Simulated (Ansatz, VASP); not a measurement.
**KRu4O in VASP and in Ansatz**

```xyz
6
Lattice="4.3599 0.0000 0.0000 0.0000 4.3599 0.0000 0.0000 0.0000 6.2218" Properties=species:S:1:pos:R:3 pbc="T T T"
K     2.1800    2.1800    3.1109
Ru    2.1800    0.0000    4.7465
Ru    0.0000    2.1800    1.4753
Ru    2.1800    0.0000    1.4753
Ru    0.0000    2.1800    4.7465
O     0.0000    0.0000    0.0000
```

Change from the starting cell: species swapped into the Na4TeSe type (P4/mmm, No. 123).

Alike in both runs: task single point; functional PBE; k mesh 4 × 4 × 4; occupations gaussian, width 0.1 eV; collinear spin.

|  | VASP | Ansatz |
| --- | --- | --- |
| version | VASP 6.6.1 | Ansatz 0.2.0 |
| potentials or method | VASP PAW PBE potentials, release 64 (K_sv, Ru_pv, O), cutoff 520 eV | scalar-relativistic, plane waves, PAW |
| valence electrons in the cell | 71 | 79 |

```tsv
	VASP	Ansatz	Ansatz less VASP
gap on the k mesh at the Fermi level (eV)	none	none	-
pressure (GPa)	-9.6	-9.8	-0.21
traceless stress, the component that is largest in VASP (GPa)	0.18	0.16	-0.019
rms of the force components (eV/Å)	0.938	0.921	-0.0168
net moment per atom (μB)	1.37	1.37	+0.003
size of the moment on the site where the two differ most (μB)	1.90	1.80	-0.100
```

Site moments also hang on the region over which each program counts them. Atom by atom the forces differ by 0.017 eV/Å (rms over components). A gap of «none» marks a metal or a gap that the smearing closes. VASP's potentials hold 71 valence electrons a cell and Ansatz's 79, so a difference there can come from the potentials and not from the codes.

The k mesh is coarse, so the values compare programs but aren't converged.
